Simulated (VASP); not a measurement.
Set up this calculation in VASP 6.6.1, as the native input.

* Task: single point
* Functional: PBE
* Potentials or basis: VASP PAW PBE potentials, release 64 (C)
* Cutoff: 520 eV
* k mesh: 6 × 6 × 6
* Occupations: gaussian, width 0.01 eV
* Spin: no spin polarisation
* Dipole correction: no
* Further INCAR settings: ALGO = Normal; EDIFF = 1e-06; NBANDS = 11

The structure of C lies in POSCAR:

```
C
1.0
    0.0000000000      1.7089191755      1.7089191755
    1.7089191755      0.0000000000      1.7089191755
    1.7089191755      1.7089191755      0.0000000000
C
2
Direct
    0.0000000000      0.0000000000      0.0000000000
    0.2500000000      0.2500000000      0.2500000000
```

This cell differs from its parent crystal: strain -4.0%.

One way to write it, as run:

INCAR

```
SYSTEM = C
  PREC = Accurate
  ENCUT = 520
  EDIFF = 1E-6
  ISMEAR = 0
  SIGMA = 0.01
  LREAL = .FALSE.
  LASPH = .TRUE.
  NELM = 60
  ALGO = Normal
  ISIF = 2
  LWAVE = .FALSE.
  LCHARG = .TRUE.
  GGA = PE
  LELF = .TRUE.
  LVHAR = .TRUE.
  NBANDS = 11
```

KPOINTS

```
regular mesh
0
G
  6 6 6
  0 0 0
```

Potentials or basis: VASP PAW PBE potentials, release 64 (C).

Launch:

```console
$ cat potpaw_PBE.64/C/POTCAR > POTCAR
$ mpirun -np 1 vasp_std > vasp.out
```

It gave:

```json
{
  "Pressure": "74.1 GPa",
  "Band gap on the k mesh": "4.45 eV, indirect (least direct gap 5.94 eV)"
}
```

Caveat: the k points lie up to 0.53 Å⁻¹ apart; the cell differs from its parent crystal (strain -4.0%).

Wall time 2.7 s on 1 thread of AMD EPYC 7R13 Processor (Zen 3) (shared host), peak memory 0.08 GiB.
